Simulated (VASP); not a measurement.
Wanted: the native input for a VASP 6.6.1 run.

```
Task                   : relaxation of cell and atoms
Functional             : PBE
Potentials or basis    : VASP PAW PBE potentials, release 64 (Cd, S)
Cutoff                 : 600 eV
k mesh                 : 6 × 6 × 4
Occupations            : fermi-dirac, width 0.02 eV
Spin                   : no spin polarisation
Dipole correction      : no
Further INCAR settings : ALGO = Normal; EDIFF = 1e-06; IBRION = 2; EDIFFG = -0.005; NSW = 80; ISIF = 3
```

The structure of CdS lies in POSCAR:

```
CdS
1.0
    4.1703125788      0.0000000000      0.0000000000
   -2.0851562894      3.6115966350      0.0000000000
    0.0000000000      0.0000000000      5.2126137000
Cd S
2 2
Direct
    0.3333333333      0.6666666667      0.2500000000
    0.6666666667      0.3333333333      0.7500000000
    0.6666666667      0.3333333333      0.2500000000
    0.3333333333      0.6666666667      0.7500000000
```

The input as run:

INCAR

```
PREC = Accurate
ENCUT = 600
EDIFF = 1E-6
ISMEAR = -1
SIGMA = 0.02
LREAL = F
LASPH = T
NELM = 60
ALGO = Normal
ISIF = 3
LWAVE = F
LCHARG = F
GGA = PE
IBRION = 2
NSW = 80
EDIFFG = -0.005
```

KPOINTS

```
regular mesh
0
Gamma
  6 6 4
```

Potentials or basis: VASP PAW PBE potentials, release 64 (Cd, S).

Command:

```sh
$ cat potpaw_PBE.64/Cd/POTCAR potpaw_PBE.64/S/POTCAR > POTCAR
$ mpirun -np 1 vasp_std > vasp.out
```

It gave:

```yaml
Relaxed_volume: 24.92 Å³/atom
Relaxed_cell: a = 4.441 Å, b = 4.441 Å, c = 5.836 Å, α = 90.00°, β = 90.00°, γ = 120.00°
Space_group_after_relaxing_to_0.1_Å: P6_3/mmc (No. 194)
Energy_gained_by_relaxing: 309.1 meV/atom
Ionic_steps: 10
Pressure_after_relaxing: 0.0 GPa
Band_gap_on_the_k_mesh: 1.00 eV (least direct gap 1.26 eV)
```

Caveat: the volume moved by over 15 % at a fixed basis, so the end points are rough.

It took 99 s on 1 thread of Intel(R) Xeon(R) 6975P-C (Granite Rapids), on a shared host, peak memory 0.25 GiB.
